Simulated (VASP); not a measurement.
Input of a VASP 6.6.1 run:

POSCAR

```
Al2O3
1.0
    2.9858691170      0.0000000000      0.0000000000
   -1.4929345585      2.5858385077      0.0000000000
    0.0000000000      0.0000000000      7.6002988357
Al O
2 3
Direct
    0.0000000000      0.0000000000      0.7190870668
    0.0000000000      0.0000000000      0.2809129332
    0.0000000000      0.0000000000      0.5000000000
    0.6666666667      0.3333333333      0.7954713486
    0.3333333333      0.6666666667      0.2045286514
```

File INCAR.step1:

```
SYSTEM = Al2O3
ALGO = Normal ; EDIFF = 1E-4
ENCUT = 520 ; GGA = PE
ISMEAR = -1 ; LASPH = .TRUE.
LCHARG = .FALSE. ; LREAL = .FALSE.
LWAVE = .TRUE. ; NBANDS = 20
NELM = 60 ; PREC = Accurate
SIGMA = 0.05
```

INCAR.step2

```
SYSTEM = Al2O3
ALGO = Normal ; EDIFF = 1E-6
ENCUT = 520 ; ISIF = 2
ISMEAR = -1 ; ISTART = 1
LASPH = .TRUE. ; LCHARG = .TRUE.
LELF = .TRUE. ; LMIXTAU = .TRUE.
LREAL = .FALSE. ; LVHAR = .TRUE.
LWAVE = .FALSE. ; METAGGA = R2SCAN
NBANDS = 20 ; NELM = 60
PREC = Accurate ; SIGMA = 0.05
```

The input KPOINTS:

```
k-points
0
G
  10 10 4
  0 0 0
```

Potentials or basis: VASP PAW PBE potentials, release 64 (Al, O).

Command:

```console
$ cat potpaw_PBE.64/Al/POTCAR potpaw_PBE.64/O/POTCAR > POTCAR
$ cp INCAR.step1 INCAR
$ mpirun -np 1 vasp_std > vasp.out
$ cp INCAR.step2 INCAR
$ mpirun -np 1 vasp_std > vasp.out
```

Task: Predict the band gap on the k mesh.

Result: 3.14 eV.

Task: Predict the pressure.

Result: 0.0 GPa.

Task: Estimate the largest force.

Result: 0.086 eV/Å.

Stress tensor (GPa, compression positive):
```
-0.21  0.00  0.00
 0.00 -0.21  0.00
 0.00  0.00  0.38
```

Caveat: the PAW data sets were made with another functional, which shifts forces and pressure a little. A k mesh can miss the band edges.
